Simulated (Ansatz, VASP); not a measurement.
One calculation of Al, two programs

```
Al
1.0
     2.65020    0.00000    0.00000
    -1.32510    2.29514    0.00000
     0.00000    0.00000    5.00940
Al
2
Direct
  0.66667 0.33333 0.75000
  0.33333 0.66667 0.25000
```

Alike in both runs: task single point; functional PBEsol; k mesh 18 × 18 × 10; occupations gaussian, width 0.15 eV; no spin polarisation.

|  | VASP | Ansatz |
| --- | --- | --- |
| version | VASP 6.6.1 | Ansatz 0.2.0 |
| potentials or method | VASP PAW PBE potentials, release 64 (Al), cutoff 520 eV | scalar-relativistic, plane waves, PAW |
| valence electrons in the cell | 6 | 6 |

|  | VASP | Ansatz | Ansatz less VASP |
| --- | --- | --- | --- |
| gap on the k mesh at the Fermi level (eV) | none | none | - |
| pressure (GPa) | 9.2 | 9.0 | -0.13 |
| traceless stress, the component that is largest in VASP (GPa) | -10.42 | -10.33 | +0.087 |

VASP's potentials were made for PBE, not for PBEsol, and Ansatz warns of the same on its side. A gap of «none» marks a metal or a gap that the smearing closes.
